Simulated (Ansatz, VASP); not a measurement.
## One calculation of SiNi, two programs

The input INCAR:

```
PREC     = Accurate       # precision mode
ENCUT    = 600            # plane-wave cutoff, eV
EDIFF    = 1E-6           # SCF threshold, eV
ISMEAR   = 0              # smearing method
SIGMA    = 0.1            # smearing width, eV
LREAL    = False          # projectors in reciprocal space
LASPH    = True           # aspherical terms in the spheres
NELM     = 120            # most SCF steps
ALGO     = Normal         # electronic algorithm
ISIF     = 2              # what is computed and relaxed
LWAVE    = False          # write WAVECAR
LCHARG   = False          # write CHGCAR
GGA      = CA             # functional
NBANDS   = 22             # bands
GGA_COMPAT= False
```

The input KPOINTS:

```
regular mesh
0
Gamma
  6 6 4
```

POSCAR

```
SiNi
1.0
    2.9427706600      0.0000000000      0.0000000000
    0.0000000000      3.2803255400      0.0000000000
    0.0000000000      0.0000000000      4.6774467600
Si Ni
2 2
Direct
    0.0000000000      0.0000000000      0.1568568400
    0.5000000000      0.5000000000      0.8431431600
    0.0000000000      0.0000000000      0.6575044100
    0.5000000000      0.5000000000      0.3424955900
```

Input for Ansatz:

```yaml
crystal:
  lattice:
    - [2.94277066, 0.0, 0.0]
    - [0.0, 3.28032554, 0.0]
    - [0.0, 0.0, 4.67744676]
  atoms:
    - { symbol: Si, position: [0.0, 0.0, 0.15685684] }
    - { symbol: Si, position: [0.5, 0.5, 0.84314316] }
    - { symbol: Ni, position: [0.0, 0.0, 0.65750441] }
    - { symbol: Ni, position: [0.5, 0.5, 0.34249559] }
basis:
  ecutwfc: 420
kpoints:
  mp_grid: { grid: [6, 6, 4] }
hamiltonian:
  xc: lda
scf:
  occupations: { method: gaussian, width: 0.1 }
output:
  forces: true
  stress: true
  eigenvalues: true
```

Alike in both runs: task single point; functional LDA; k mesh 6 × 6 × 4; occupations gaussian, width 0.1 eV; no spin polarisation.

|  | VASP | Ansatz |
| --- | --- | --- |
| version | VASP 6.6.1 | Ansatz 0.2.0 |
| potentials or method | VASP PAW LDA potentials, release 64 (Si, Ni), cutoff 600 eV | scalar-relativistic, plane waves, PAW |
| valence electrons in the cell | 28 | 44 |

```tsv
	VASP	Ansatz	Ansatz less VASP
gap on the k mesh at the Fermi level (eV)	none	none	-
pressure (GPa)	-4.9	-5.3	-0.39
traceless stress, the component that is largest in VASP (GPa)	1.73	1.81	+0.073
rms of the force components (eV/Å)	0.095	0.100	+0.0047
```

LDA's correlation is that of Perdew and Zunger in VASP and of Perdew and Wang (1992) in Ansatz. Atom by atom the forces differ by 0.008 eV/Å (rms over components). A gap of «none» marks a metal or a gap that the smearing closes. VASP's potentials hold 28 valence electrons a cell and Ansatz's 44, so a difference there can come from the potentials and not from the codes.
